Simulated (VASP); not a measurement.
Set up this calculation in VASP 6.6.1, as the native input.

```yaml
Task: single point
Functional: PBE
Potentials_or_basis: VASP PAW PBE potentials, release 64 (Be, Sn_d, C)
Cutoff: 520 eV
k_mesh: 6 × 6 × 4
Occupations: gaussian, width 0.1 eV
Spin: no spin polarisation
Dipole_correction: no
Further_INCAR_settings: ALGO = Normal; EDIFF = 1e-06; NBANDS = 27
```

The structure of BeSn2C2 lies in POSCAR:

```
BeSn2C2
1.0
    3.8292704793      0.0000000000      0.0000000000
   -1.9146352397      3.3162455130      0.0000000000
    0.0000000000      0.0000000000      6.5013511212
Be Sn C
1 2 2
Direct
    0.0000000000      0.0000000000      0.0000000000
    0.3333333333      0.6666666667      0.2600000000
    0.6666666667      0.3333333333      0.7400000000
    0.3333333333      0.6666666667      0.6200000000
    0.6666666667      0.3333333333      0.3800000000
```

One way to write it, as run:

INCAR

```
SYSTEM = BeSn2C2
PREC = Accurate
ENCUT = 520
EDIFF = 1E-6
ISMEAR = 0
SIGMA = 0.1
LREAL = .FALSE.
LASPH = .TRUE.
NELM = 80
ALGO = Normal
ISIF = 2
LWAVE = .FALSE.
LCHARG = .FALSE.
GGA = PE
NBANDS = 27
```

KPOINTS

```
regular mesh
0
G
  6 6 4
  0 0 0
```

Potentials or basis: VASP PAW PBE potentials, release 64 (Be, Sn_d, C).

Run with:

```bash
$ cat potpaw_PBE.64/Be/POTCAR potpaw_PBE.64/Sn_d/POTCAR potpaw_PBE.64/C/POTCAR > POTCAR
$ mpirun -np 1 vasp_std > vasp.out
```

It gave:

```
Pressure               : -3.9 GPa
Largest force          : 0.941 eV/Å
Band gap on the k mesh : zero (band 19 reaches 6.93 eV, above the bottom of band 20 at 5.39 eV)
```

Caveat: spin-orbit coupling is left out, which moves the levels of the heavy elements.

It took 68 s on 1 thread of Oxide Virtual Turin-like Processor (shared host), peak memory 0.18 GiB.
